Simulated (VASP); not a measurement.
Set up this calculation in VASP 6.6.1, as the native input.

* Task: single point
* Functional: PBE
* Dispersion: D3(BJ)
* Potentials or basis: VASP PAW PBE potentials, release 64 (I)
* Cutoff: 520 eV
* k mesh: 9 × 9 × 9
* Occupations: gaussian, width 0.02 eV
* Spin: no spin polarisation
* Dipole correction: no
* Further INCAR settings: ALGO = Normal; EDIFF = 1e-06; NBANDS = 22

The structure of I lies in POSCAR:

```
I
1.0
    2.9899802684     -2.0024359511      0.0000000000
    2.9899802684      2.0024359511      0.0000000000
    0.0000000000      0.0000000000      9.0614315210
I
4
Direct
    0.7917149270      0.2082850730      0.8757020470
    0.2917149270      0.7082850730      0.6242979530
    0.2082850730      0.7917149270      0.1242979530
    0.7082850730      0.2917149270      0.3757020470
```

These files were run (other wordings do the same):

INCAR

```
SYSTEM = I
PREC     = Accurate       ! precision mode
ENCUT    = 520            ! plane-wave cutoff, eV
EDIFF    = 1E-6           ! SCF threshold, eV
ISMEAR   = 0              ! smearing method
SIGMA    = 0.02           ! smearing width, eV
LREAL    = .False.        ! projectors in reciprocal space
LASPH    = .True.         ! aspherical terms in the spheres
NELM     = 60             ! most SCF steps
ALGO     = Normal         ! electronic algorithm
ISIF     = 2              ! what is computed and relaxed
LWAVE    = .False.        ! write WAVECAR
LCHARG   = .False.        ! write CHGCAR
GGA      = PE             ! functional
IVDW     = 12             ! dispersion correction
NBANDS   = 22             ! bands
```

KPOINTS

```
regular mesh
0
Gamma
  9 9 9
  0 0 0
```

Potentials or basis: VASP PAW PBE potentials, release 64 (I).

Command:

```sh
$ cat potpaw_PBE.64/I/POTCAR > POTCAR
$ mpirun -np 1 vasp_std > vasp.out
```

It gave:

```
Pressure                   : 14.9 GPa
Largest force              : 0.011 eV/Å
Band gap on the k mesh     : zero (band 14 reaches 8.46 eV, above the bottom of band 15 at 8.31 eV)
Dispersion energy per atom : -0.487 eV
```

Caveat: spin-orbit coupling is left out, which moves the levels of the heavy elements; pairwise dispersion overbinds metals, which lowers pressure and volume.

Run time: 4 min on 1 thread of Oxide Virtual Turin-like Processor, with other jobs on the host, peak memory 0.34 GiB.
